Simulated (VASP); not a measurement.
Here is a VASP 6.6.1 calculation.

The input INCAR:

```
SYSTEM = Al
  PREC = Accurate
  ENCUT = 520
  EDIFF = 1E-7
  ISMEAR = -1
  SIGMA = 0.08
  LREAL = .False.
  LASPH = .True.
  NELM = 100
  ALGO = Normal
  ISIF = 2
  LWAVE = .False.
  LCHARG = .False.
  LDIPOL = .True.
  IDIPOL = 3
  DIPOL = 0.5 0.5 0.500
  GGA = PE
  NBANDS = 18
```

Contents of KPOINTS:

```
Automatic mesh
0
Gamma
  13 9 1
  0 0 0
```

File POSCAR:

```
Al
1.0
    2.8574853682      0.0000000000      0.0000000000
    0.0000000000      4.0410945620      0.0000000000
    0.0000000000      0.0000000000     23.1437000000
Al
6
Direct
    0.2500000000      0.2500000000      0.3456661333
    0.7500000000      0.7500000000      0.4073996800
    0.2500000000      0.2500000000      0.4691332267
    0.7500000000      0.7500000000      0.5308667733
    0.2500000000      0.2500000000      0.5926003200
    0.7500000000      0.7500000000      0.6543338667
```

Potentials or basis: VASP PAW PBE potentials, release 64 (Al).

Run with:

```console
$ cat potpaw_PBE.64/Al/POTCAR > POTCAR
$ mpirun -np 1 vasp_std > vasp.out
```

What does it give for the largest force?

0.244 eV/Å.

Predict the band gap on the k mesh.

zero (bands 9 and 10 overlap by 2.38 eV).

Forces in eV/Å, atoms in the order of the input:
```
Al   0.000  0.000  0.244
Al   0.000  0.000 -0.169
Al   0.000  0.000  0.093
Al   0.000  0.000 -0.093
Al   0.000  0.000  0.169
Al   0.000  0.000 -0.244
```
